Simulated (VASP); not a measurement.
# SiC (zincblende type) (F-43m) in VASP: a series of runs, part 2 of 2

VASP 6.6.1. Earlier steps stand in the parts before.

## 4. Electric field gradients, PBE (10.29 Å³/atom)

This run uses another cell than the first one, of 10.29 Å³/atom.

Input file INCAR:

```
SYSTEM = SiC
PREC     = Accurate       ! precision mode
ENCUT    = 520            ! plane-wave cutoff, eV
EDIFF    = 1E-8           ! SCF threshold, eV
ISMEAR   = -1             ! smearing method
SIGMA    = 0.08           ! smearing width, eV
LREAL    = .False.        ! projectors in reciprocal space
LASPH    = .True.         ! aspherical terms in the spheres
NELM     = 80             ! most SCF steps
ALGO     = Normal         ! electronic algorithm
ISIF     = 2              ! what is computed and relaxed
LWAVE    = .False.        ! write WAVECAR
LCHARG   = .False.        ! write CHGCAR
GGA      = PE             ! functional
LEFG     = .True.       
NBANDS   = 11             ! bands
```

Input file KPOINTS:

```
regular mesh
0
Gamma
  16 16 16
  0 0 0
```

Input file POSCAR:

```
SiC
1.0
    0.0000000000      2.1751749914      2.1751749914
    2.1751749914      0.0000000000      2.1751749914
    2.1751749914      2.1751749914      0.0000000000
Si C
1 1
Direct
    0.0000000000      0.0000000000      0.0000000000
    0.2500000000      0.2500000000      0.2500000000
```

Potentials or basis: VASP PAW PBE potentials, release 64 (Si, C).

Command:

```console
> cat potpaw_PBE.64/Si/POTCAR potpaw_PBE.64/C/POTCAR > POTCAR
> mpirun -np 1 vasp_std > vasp.out
```

OUTCAR:

```text
SYSTEM = SiC
   PREC = Accurate
   ENCUT = 520
   EDIFF = 1E-8
   ISMEAR = -1
   LREAL = .False.
   LASPH = .True.
   NELM = 80
   ISIF = 2
   GGA = PE

 ion  position               nearest neighbor table
   1  0.000  0.000  0.000-   2 1.88   2 1.88   2 1.88   2 1.88
   2  0.250  0.250  0.250-   1 1.88   1 1.88   1 1.88   1 1.88

  LATTYP: Found a face centered cubic cell.
 ALAT       =     4.3503499828

  Lattice vectors:

 A1 = (   0.0000000000,   2.1751749914,   2.1751749914)
 A2 = (   2.1751749914,   0.0000000000,   2.1751749914)
 A3 = (   2.1751749914,   2.1751749914,   0.0000000000)

Analysis of symmetry for initial positions (statically):
=====================================================================
 Subroutine PRICEL returns:
 Original cell was already a primitive cell.

 Routine SETGRP: Setting up the symmetry group for a
 face centered cubic supercell.

 Subroutine GETGRP returns: Found 24 space group operations
[... 522 lines left out ...]
  volume of cell :       20.58
      direct lattice vectors                 reciprocal lattice vectors
     0.000000000  2.175174991  2.175174991    -0.229866563  0.229866563  0.229866563
     2.175174991  0.000000000  2.175174991     0.229866563 -0.229866563  0.229866563
     2.175174991  2.175174991  0.000000000     0.229866563  0.229866563 -0.229866563

 POSITION                                       TOTAL-FORCE (eV/Angst)
 -----------------------------------------------------------------------------------
      0.00000      0.00000      0.00000         0.000000      0.000000      0.000000
      1.08759      1.08759      1.08759        -0.000000     -0.000000     -0.000000
 -----------------------------------------------------------------------------------
    total drift:                                0.000000      0.000000      0.000000

  FREE ENERGIE OF THE ION-ELECTRON SYSTEM (eV)
  ---------------------------------------------------
  free  energy   TOTEN  =       -15.0552519929 eV

  energy  without entropy=      -15.0552498508  energy(sigma->0) =      -15.05525092

 Electric field gradients (V/A^2)
---------------------------------------------------------------------
 ion       V_xx      V_yy      V_zz      V_xy      V_xz      V_yz
---------------------------------------------------------------------
   1      -0.000    -0.000     0.000     0.000     0.000     0.000
   2      -0.000    -0.000     0.000     0.000     0.000     0.000
---------------------------------------------------------------------

 Electric field gradients after diagonalization (V/A^2)
 (convention: |V_zz| > |V_xx| > |V_yy|)
----------------------------------------------------------------------
 ion       V_xx      V_yy      V_zz     asymmetry (V_yy - V_xx)/ V_zz
----------------------------------------------------------------------
   1      -0.000    -0.000     0.000       0.000
   2      -0.000    -0.000     0.000       0.000
----------------------------------------------------------------------

           NMR quadrupolar parameters

 Cq : quadrupolar parameter    Cq=e*Q*V_zz/h
 eta: asymmetry parameters     (V_yy - V_xx)/ V_zz
 Q  : nuclear electric quadrupole moment in mb (millibarn)
----------------------------------------------------------------------
 ion       Cq(MHz)       eta       Q (mb)
----------------------------------------------------------------------
   1       0.000       0.000       1.000
   2       0.000       0.000       1.000
----------------------------------------------------------------------
```

OSZICAR:

```text
N       E                     dE             d eps       ncg     rms          rms(c)
DAV:   1     0.408253098674E+01    0.40825E+01   -0.40094E+03  3270   0.617E+02
DAV:   2    -0.162813406653E+02   -0.20364E+02   -0.19250E+02  4020   0.109E+02
DAV:   3    -0.169224515295E+02   -0.64111E+00   -0.63995E+00  3955   0.163E+01
DAV:   4    -0.169248467761E+02   -0.23952E-02   -0.23951E-02  3641   0.127E+00
DAV:   5    -0.169248572743E+02   -0.10498E-04   -0.10498E-04  3911   0.780E-02    0.887E+00
DAV:   6    -0.151138538468E+02    0.18110E+01   -0.64987E+00  3574   0.114E+01    0.394E+00
DAV:   7    -0.150628023401E+02    0.51052E-01   -0.39212E-01  3832   0.358E+00    0.179E+00
DAV:   8    -0.150550351989E+02    0.77671E-02   -0.20357E-02  3634   0.950E-01    0.172E-01
DAV:   9    -0.150551399876E+02   -0.10479E-03   -0.16268E-03  3973   0.230E-01    0.113E-01
DAV:  10    -0.150552494545E+02   -0.10947E-03   -0.23606E-04  3574   0.935E-02    0.261E-02
DAV:  11    -0.150552515774E+02   -0.21229E-05   -0.41838E-05  3820   0.336E-02    0.694E-03
DAV:  12    -0.150552519792E+02   -0.40183E-06   -0.19747E-06  3679   0.836E-03    0.110E-03
DAV:  13    -0.150552520042E+02   -0.24988E-07   -0.97480E-08  3691   0.211E-03    0.101E-03
DAV:  14    -0.150552519884E+02    0.15834E-07   -0.64460E-09  2783   0.539E-04    0.370E-04
DAV:  15    -0.150552519929E+02   -0.45097E-08   -0.10691E-09  2015   0.205E-04
   1 F= -.15055252E+02 E0= -.15055251E+02  d E =-.214208E-05
```

stdout:

```text
POSCAR found type information on POSCAR SiC
 POSCAR found :  2 types and       2 ions
 scaLAPACK will be used
 LDA part: xc-table for (Slater+PW92), standard interpolation
 POSCAR, INCAR and KPOINTS ok, starting setup
 FFT: planning ... GRIDC
 FFT: planning ... GRID_SOFT
 FFT: planning ... GRID
 WAVECAR not read
 entering main loop
ion   1

ion   2
```

It took 12 s on 1 thread of Intel Xeon 6975P-C (Granite Rapids), shared host; peak memory 0.15 GiB.

Results:

| Quantity | Value |
| --- | --- |
| Free energy | -15.0553 eV |
| Pressure | 4.4 GPa |
| Band gap on the k mesh | 1.35 eV (least direct gap 4.55 eV) |
| Largest electric field gradient by atom | zero within the noise of the run |

Caveat: the cell stands under pressure. A k mesh can miss the band edges.

## 5. Electric field gradients, PBE

This run uses another cell than the first one, of 10.50 Å³/atom.

Input file INCAR:

```
PREC = Accurate ; ENCUT = 520
EDIFF = 1E-8 ; ISMEAR = -1
SIGMA = 0.08 ; LREAL = False
LASPH = True ; NELM = 100
ALGO = Normal ; ISIF = 2
LWAVE = False ; LCHARG = False
GGA = PE ; LEFG = True
NBANDS = 11
```

Input file KPOINTS:

```
regular mesh
0
Gamma
  16 16 16
```

Input file POSCAR:

```
SiC
1.0
    0.0000000000      2.1898725656      2.1898725656
    2.1898725656      0.0000000000      2.1898725656
    2.1898725656      2.1898725656      0.0000000000
Si C
1 1
Direct
    0.0000000000      0.0000000000      0.0000000000
    0.2500000000      0.2500000000      0.2500000000
```

Potentials or basis: VASP PAW PBE potentials, release 64 (Si, C).

Command:

```console
> cat potpaw_PBE.64/Si/POTCAR potpaw_PBE.64/C/POTCAR > POTCAR
> mpirun -np 1 vasp_std > vasp.out
```

OUTCAR:

```text
PREC = Accurate
   ENCUT = 520
   EDIFF = 1E-8
   ISMEAR = -1
   LREAL = False
   LASPH = True
   NELM = 100
   ISIF = 2
   GGA = PE

 ion  position               nearest neighbor table
   1  0.000  0.000  0.000-   2 1.90   2 1.90   2 1.90   2 1.90
   2  0.250  0.250  0.250-   1 1.90   1 1.90   1 1.90   1 1.90

  LATTYP: Found a face centered cubic cell.
 ALAT       =     4.3797451312

  Lattice vectors:

 A1 = (   0.0000000000,   2.1898725656,   2.1898725656)
 A2 = (   2.1898725656,   0.0000000000,   2.1898725656)
 A3 = (   2.1898725656,   2.1898725656,   0.0000000000)

Analysis of symmetry for initial positions (statically):
=====================================================================
 Subroutine PRICEL returns:
 Original cell was already a primitive cell.

 Routine SETGRP: Setting up the symmetry group for a
 face centered cubic supercell.

 Subroutine GETGRP returns: Found 24 space group operations
 (whereof 24 operations were pure point group operations)
 out of a pool of 48 trial point group operations.

The static configuration has the point symmetry T_d .

Analysis of symmetry for dynamics (positions and initial velocities):
=====================================================================
 Subroutine PRICEL returns:
 Original cell was already a primitive cell.

 Routine SETGRP: Setting up the symmetry group for a
 face centered cubic supercell.

 Subroutine GETGRP returns: Found 24 space group operations
 (whereof 24 operations were pure point group operations)
 out of a pool of 48 trial point group operations.

The dynamic configuration has the point symmetry T_d .

 Subroutine INISYM returns: Found 24 space group operations
 (whereof 24 operations are pure point group operations),
 and found     1 'primitive' translations

----------------------------------------------------------------------------------------

                                     Primitive cell

  volume of cell :      21.0033

  direct lattice vectors                    reciprocal lattice vectors
     0.000000000  2.189872566  2.189872566    -0.228323788  0.228323788  0.228323788
     2.189872566  0.000000000  2.189872566     0.228323788 -0.228323788  0.228323788
     2.189872566  2.189872566  0.000000000     0.228323788  0.228323788 -0.228323788

  length of vectors
     3.096947482  3.096947482  3.096947482     0.395468402  0.395468402  0.395468402

  position of ions in fractional coordinates (direct lattice)
     0.000000000  0.000000000  0.000000000
     0.250000000  0.250000000  0.250000000

  ion indices of the primitive-cell ions
   primitive index   ion index
                 1           1
                 2           2

----------------------------------------------------------------------------------------

 KPOINTS: regular mesh

Automatic generation of k-mesh.
 Grid dimensions read from file:
 generate k-points for:   16   16   16

 Generating k-lattice:
[... 76 lines left out ...]
   EFERMI =   0.00;   METHOD = LEGACY
   ISMEAR =    -1;   SIGMA  =   0.08  broadening in eV -4-tet -1-fermi 0-gaus
   EFERMI_NEDOS =   21; number of points for ismear=-14 and -15
   IALGO  =     38    algorithm
   IMIX   =      4    mixing-type and parameters
     AMIX     =   0.40;   BMIX     =  1.00
     AMIX_MAG =   1.60;   BMIX_MAG =  1.00
  volume/ion in A,a.u.               =      10.50        70.87
  Fermi-wavevector in a.u.,A,eV,Ry     =   1.186705  2.242547 19.160649  1.408268
  Thomas-Fermi vector in A             =   2.322872
   LORBIT       =      0    0 simple, 1 ext, 2 COOP (PROOUT), +10 PAW based schemes
   GGA     = PE    functional components
   LHFCALC =     F    Hartree Fock is set to
   AEXX    =    0.0000 exact exchange contribution
   IVDW    =     0    specifies the selected vdW correction
   LEPSILON=     F    determine dielectric tensor
   LRPA    =     F    only Hartree local field effects (RPA)
 non-spin polarized calculation
  energy-cutoff  :      520.00
  volume of cell :       21.00
 maximum number of plane-waves:       588
   NGX = 11   NGY = 11   NGZ = 11

 number of electron       8.0000001 magnetization

 Free energy of the ion-electron system (eV)
  ---------------------------------------------------
  ext. energy  EPLUGINS =         0.00000000
  ---------------------------------------------------
  free energy    TOTEN  =       -15.06098222 eV

  energy without entropy =      -15.06098028  energy(sigma->0) =      -15.06098125

 E-fermi :   8.7080     XC(G=0): -11.2911

 val. band max:        7.9401109822   @ k =   0.0000   0.0000   0.0000
 cond. band min:       9.3108905291   @ k =   0.5000   0.5000   0.0000
 fundamental gap:      1.3707795469
 Fermi energy:         8.7080120368

 k-point     1 :       0.0000    0.0000    0.0000
  band No.  band energies     occupation
      1      -7.3463      2.00000
      2       7.9401      1.99986
      3       7.9401      1.99986
      4       7.9401      1.99986
      5      13.9993      0.00000
      6      15.1446      0.00000
      7      15.1446      0.00000
      8      15.1446      0.00000
      9      22.3598      0.00000
     10      22.3598      0.00000
     11      24.1904      0.00000
[... 309 lines left out ...]
 k-point    24 :      -0.0625    0.0625    0.0000
  band No.  band energies     occupation
      1      -7.1453      2.00000
      2       7.0301      2.00000
      3       7.5372      2.00000
      4       7.9165      1.99990
      5      14.4047      0.00000
      6      15.0814      0.00000
      7      15.2697      0.00000
      8      15.7513      0.00000
      9      20.9461      0.00000
     10      21.7839      0.00000
     11      24.6418      0.00000

 [... further k-points ...]

------------------------ aborting loop because EDIFF is reached ----------------------------------------

  FORCE on cell =-STRESS in cart. coord.  units (eV):
  Direction    XX          YY          ZZ          XY          YZ          ZX
  --------------------------------------------------------------------------------------
  -------------------------------------------------------------------------------------
  Total       -0.0069360     -0.0069360     -0.0069360      0.0000000      0.0000000     -0.0000000
  in kB       -0.5290939     -0.5290939     -0.5290939      0.0000000      0.0000000     -0.0000000
  external PRESSURE =      -0.5290939 kB  Pullay stress =       0.0000000 kB

 VOLUME and BASIS-vectors are now :
 -----------------------------------------------------------------------------
  energy-cutoff  :      520.00
  volume of cell :       21.00
      direct lattice vectors                 reciprocal lattice vectors
     0.000000000  2.189872566  2.189872566    -0.228323788  0.228323788  0.228323788
     2.189872566  0.000000000  2.189872566     0.228323788 -0.228323788  0.228323788
     2.189872566  2.189872566  0.000000000     0.228323788  0.228323788 -0.228323788

 POSITION                                       TOTAL-FORCE (eV/Angst)
 -----------------------------------------------------------------------------------
      0.00000      0.00000      0.00000         0.000000      0.000000      0.000000
      1.09494      1.09494      1.09494        -0.000000     -0.000000     -0.000000
 -----------------------------------------------------------------------------------
    total drift:                                0.000000      0.000000      0.000000

  FREE ENERGIE OF THE ION-ELECTRON SYSTEM (eV)
  ---------------------------------------------------
  free  energy   TOTEN  =       -15.0609822206 eV

  energy  without entropy=      -15.0609802796  energy(sigma->0) =      -15.06098125

 Electric field gradients (V/A^2)
---------------------------------------------------------------------
 ion       V_xx      V_yy      V_zz      V_xy      V_xz      V_yz
---------------------------------------------------------------------
   1       0.000     0.000    -0.000     0.000     0.000     0.000
   2      -0.000     0.000     0.000     0.000     0.000     0.000
---------------------------------------------------------------------

 Electric field gradients after diagonalization (V/A^2)
 (convention: |V_zz| > |V_xx| > |V_yy|)
----------------------------------------------------------------------
 ion       V_xx      V_yy      V_zz     asymmetry (V_yy - V_xx)/ V_zz
----------------------------------------------------------------------
   1      -0.000    -0.000     0.000       0.000
   2      -0.000    -0.000     0.001       0.000
----------------------------------------------------------------------

           NMR quadrupolar parameters

 Cq : quadrupolar parameter    Cq=e*Q*V_zz/h
 eta: asymmetry parameters     (V_yy - V_xx)/ V_zz
 Q  : nuclear electric quadrupole moment in mb (millibarn)
----------------------------------------------------------------------
 ion       Cq(MHz)       eta       Q (mb)
----------------------------------------------------------------------
   1       0.000       0.000       1.000
   2       0.000       0.000       1.000
----------------------------------------------------------------------
```

OSZICAR:

```text
N       E                     dE             d eps       ncg     rms          rms(c)
DAV:   1     0.372607710677E+01    0.37261E+01   -0.39089E+03  3278   0.612E+02
DAV:   2    -0.162608610100E+02   -0.19987E+02   -0.19142E+02  4068   0.109E+02
DAV:   3    -0.168722525523E+02   -0.61139E+00   -0.61013E+00  3898   0.160E+01
DAV:   4    -0.168746047884E+02   -0.23522E-02   -0.23521E-02  3653   0.127E+00
DAV:   5    -0.168746153910E+02   -0.10603E-04   -0.10603E-04  3915   0.798E-02    0.866E+00
DAV:   6    -0.151132414897E+02    0.17614E+01   -0.64662E+00  3550   0.113E+01    0.382E+00
DAV:   7    -0.150683680035E+02    0.44873E-01   -0.36665E-01  3832   0.348E+00    0.176E+00
DAV:   8    -0.150607631099E+02    0.76049E-02   -0.20013E-02  3619   0.941E-01    0.172E-01
DAV:   9    -0.150608664593E+02   -0.10335E-03   -0.16715E-03  3978   0.232E-01    0.112E-01
DAV:  10    -0.150609795257E+02   -0.11307E-03   -0.24745E-04  3592   0.949E-02    0.261E-02
DAV:  11    -0.150609817868E+02   -0.22611E-05   -0.44690E-05  3811   0.343E-02    0.697E-03
DAV:  12    -0.150609822180E+02   -0.43128E-06   -0.21003E-06  3721   0.859E-03    0.112E-03
DAV:  13    -0.150609822359E+02   -0.17899E-07   -0.11199E-07  3721   0.220E-03    0.998E-04
DAV:  14    -0.150609822163E+02    0.19598E-07   -0.71291E-09  2875   0.564E-04    0.371E-04
DAV:  15    -0.150609822206E+02   -0.43121E-08   -0.10182E-09  2030   0.200E-04
   1 F= -.15060982E+02 E0= -.15060981E+02  d E =-.194101E-05
```

stdout:

```text
POSCAR found type information on POSCAR SiC
 POSCAR found :  2 types and       2 ions
 scaLAPACK will be used
 LDA part: xc-table for (Slater+PW92), standard interpolation
 POSCAR, INCAR and KPOINTS ok, starting setup
 FFT: planning ... GRIDC
 FFT: planning ... GRID_SOFT
 FFT: planning ... GRID
 WAVECAR not read
 entering main loop
ion   1

ion   2
```

It took 16 s on 1 thread of Intel Xeon 6975P-C (Granite Rapids), shared host; peak memory 0.15 GiB.

What came out:

```yaml
Free_energy: -15.0610 eV
Pressure: -0.1 GPa
Band_gap_on_the_k_mesh: 1.37 eV (least direct gap 4.53 eV)
Largest_electric_field_gradient_by_atom: zero within the noise of the run
```

## 6. The runs side by side

| cell | gap on the mesh (eV) | pressure (GPa) |
| --- | --- | --- |
| a = 3.034 Å, angles 60.0°, 2 atoms | 1.31 | 14.6 |
| a = 3.076 Å, angles 60.0°, 2 atoms | 1.35 | 4.4 |
| a = 3.097 Å, angles 60.0°, 2 atoms | 1.37 | -0.1 |

Alike in all rows: task electric field gradients; level PBE; potentials or basis VASP PAW PBE potentials, release 64 (Si, C); no spin polarisation; k mesh 16 × 16 × 16; cutoff (eV) 520; smearing fermi-dirac 0.08 eV.

Caveats: the cell stands under pressure (at least some runs).

Absolute energies hang on the potentials; compare differences alone.
